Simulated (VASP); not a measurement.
A run of VASP 6.6.1 is set up as follows.

The input INCAR:

```
SYSTEM = HfSeS4
PREC = Accurate ; ENCUT = 520
EDIFF = 1E-7 ; ISMEAR = 0
SIGMA = 0.1 ; LREAL = .False.
LASPH = .True. ; NELM = 100
ALGO = Normal ; ISIF = 2
LWAVE = .False. ; LCHARG = .False.
GGA = PE ; NBANDS = 29
```

File KPOINTS:

```
Automatic mesh
0
Gamma
  4 4 4
  0 0 0
```

The input POSCAR:

```
HfSeS4
1.0
    0.0000000000      3.7162978695      3.7162978695
    3.7162978695      0.0000000000      3.7162978695
    3.7162978695      3.7162978695      0.0000000000
Hf Se S
1 1 4
Direct
    0.2500000000      0.2500000000      0.2500000000
    0.0000000000      0.0000000000      0.0000000000
    0.1303689800      0.6232103400      0.6232103400
    0.6232103400      0.1303689800      0.6232103400
    0.6232103400      0.6232103400      0.1303689800
    0.6232103400      0.6232103400      0.6232103400
```

Potentials or basis: VASP PAW PBE potentials, release 64 (Hf_pv, Se, S).

Launch:

```console
$ cat potpaw_PBE.64/Hf_pv/POTCAR potpaw_PBE.64/Se/POTCAR potpaw_PBE.64/S/POTCAR > POTCAR
$ mpirun -np 1 vasp_std > vasp.out
```

Q: Predict the band gap on the k mesh.

A: Zero (band 20 reaches 8.52 eV, above the bottom of band 21 at 6.49 eV).

Q: Estimate the largest force.

A: 0.020 eV/Å.

Q: Predict the pressure.

A: -0.3 GPa.

Forces on the atoms (eV/Å):
```
Hf   0.000  0.000  0.000
Se   0.000  0.000  0.000
S   -0.012  0.012  0.012
S    0.012 -0.012  0.012
S    0.012  0.012 -0.012
S   -0.012 -0.012 -0.012
```

Caveat: the k points lie up to 0.37 Å⁻¹ apart; spin-orbit coupling is left out, which moves the levels of the heavy elements.
